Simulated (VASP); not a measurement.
**Si8AuO16 (a cell with a defect): single point with PBE**

The system is Si8AuO16 (a cell with a defect).

```xyz
25
Lattice="-4.1865 -4.1865 0.0000 4.1865 -4.1865 0.0000 0.0000 0.0000 5.3368" Properties=species:S:1:pos:R:3 pbc="T T T"
Si    0.1220   -4.0241   -0.0213
Si    2.2551   -2.2161    1.3572
Si    0.0591   -4.0908    2.7046
Si    2.1885   -2.1532    3.9681
Si   -0.1233   -0.1629   -0.0213
Si   -2.2567   -1.9707    1.3572
Si   -0.0603   -0.0962    2.7046
Si   -2.1898   -2.0337    3.9681
O     1.3674   -2.8805    0.0011
O     0.5060   -1.0965    1.4925
O    -0.9982   -5.7732   -0.1563
O     3.3989   -3.4615    1.3348
O     1.4505   -2.9593    2.6770
O     0.7735   -0.9454    3.9569
O    -1.1490   -5.5058    2.7157
O     3.3203   -3.5446    3.9957
O    -3.1901   -2.5997   -0.1566
O     0.7863   -4.9120    1.3348
O    -1.3686   -1.3065    0.0011
O    -0.5070   -3.0910    1.4921
O    -3.0389   -2.8676    2.7158
O     0.8649   -4.8289    3.9957
O    -1.4517   -1.2279    2.6769
O    -0.7748   -3.2417    3.9569
Au   -2.0942   -4.1863    0.6679
```

```
Program             : VASP 6.6.1
Task                : single point
Functional          : PBE
Potentials or basis : VASP PAW PBE potentials, release 64 (Si, O, Au)
Cutoff              : 520 eV
k mesh              : 2 × 2 × 2
Occupations         : fermi-dirac, width 0.05 eV
Spin                : collinear spin, ferromagnetic start
Starting moments    : [0.0, 0.0, 0.0, 0.0, 0.0, 0.0, 0.0, 0.0, 0.0, 0.0, 0.0, 0.0, 0.0, 0.0, 0.0, 0.0, 0.0, 0.0, 0.0, 0.0, 0.0, 0.0, 0.0, 0.0, 1.0] μB
```

```yaml
Pressure: 52.1 GPa
Largest_force: 0.059 eV/Å
Net_moment: 0.00 μB per cell
Valence_electrons_inside_the_program's_atomic_spheres: Si 1.51, 1.54; O 5.30, 5.21, 5.32, 5.22; Au 10.43
```

Forces in eV/Å, atoms in the order of the input:
```
Si   0.009 -0.026  0.011
Si  -0.024 -0.009 -0.012
Si   0.041 -0.031  0.002
Si  -0.031 -0.042 -0.001
Si  -0.008  0.025  0.012
Si   0.024  0.009 -0.011
Si  -0.041  0.032  0.003
Si   0.030  0.040 -0.002
O    0.006  0.006 -0.003
O    0.027 -0.049 -0.018
O    0.049  0.026  0.017
O    0.006 -0.005  0.002
O   -0.023 -0.018 -0.002
O    0.031 -0.025  0.005
O    0.026  0.032 -0.005
O   -0.019  0.025  0.003
O   -0.049 -0.028  0.018
O   -0.006  0.006  0.002
O   -0.006 -0.006 -0.003
O   -0.027  0.049 -0.017
O   -0.025 -0.032 -0.004
O    0.020 -0.024  0.003
O    0.023  0.019 -0.003
O   -0.030  0.025  0.004
Au   0.000 -0.001 -0.001
```

Stress tensor (GPa, compression positive):
```
54.23  0.00  0.00
 0.00 54.23 -0.01
 0.00 -0.01 47.96
```

Levels at points of the mesh, in eV from the Fermi level:
Spin up:
```
           k point  band 67  band 68  band 69  band 70  band 71  band 72
(0.00, 0.00, 0.00)    -3.81    -3.81    -3.32    -0.65     1.64     1.64
(0.50, 0.00, 0.00)    -4.46    -3.95    -3.22    -0.14     1.58     1.68
(0.00, 0.50, 0.00)    -4.46    -3.95    -3.22    -0.14     1.58     1.68
(0.50, 0.50, 0.00)    -4.60    -4.46    -2.90    -0.07     1.87     1.87
(0.00, 0.00, 0.50)    -3.63    -3.63    -3.15     0.05     2.18     2.18
(0.50, 0.00, 0.50)    -4.20    -3.60    -2.89     0.21     2.10     2.24
(0.00, 0.50, 0.50)    -4.20    -3.60    -2.89     0.21     2.10     2.24
(0.50, 0.50, 0.50)    -4.38    -4.38    -2.66     0.45     2.22     2.22
```
Spin down:
```csv
k point,band 67,band 68,band 69,band 70,band 71,band 72
"(0.00, 0.00, 0.00)",-3.81,-3.81,-3.32,-0.65,1.64,1.64
"(0.50, 0.00, 0.00)",-4.46,-3.95,-3.22,-0.14,1.58,1.68
"(0.00, 0.50, 0.00)",-4.46,-3.95,-3.22,-0.14,1.58,1.68
"(0.50, 0.50, 0.00)",-4.60,-4.46,-2.90,-0.07,1.87,1.87
"(0.00, 0.00, 0.50)",-3.63,-3.63,-3.15,0.05,2.18,2.18
"(0.50, 0.00, 0.50)",-4.20,-3.60,-2.89,0.21,2.10,2.24
"(0.00, 0.50, 0.50)",-4.20,-3.60,-2.89,0.21,2.10,2.24
"(0.50, 0.50, 0.50)",-4.38,-4.38,-2.66,0.45,2.22,2.22
```

Run time: 5.1 min on 1 thread of Intel(R) Xeon(R) Platinum 8375C CPU @ 2.90GHz (Ice Lake), on a shared host, peak memory 0.46 GiB.

Caveat: the k points lie up to 0.59 Å⁻¹ apart; spin-orbit coupling is left out, which moves the levels of the heavy elements.
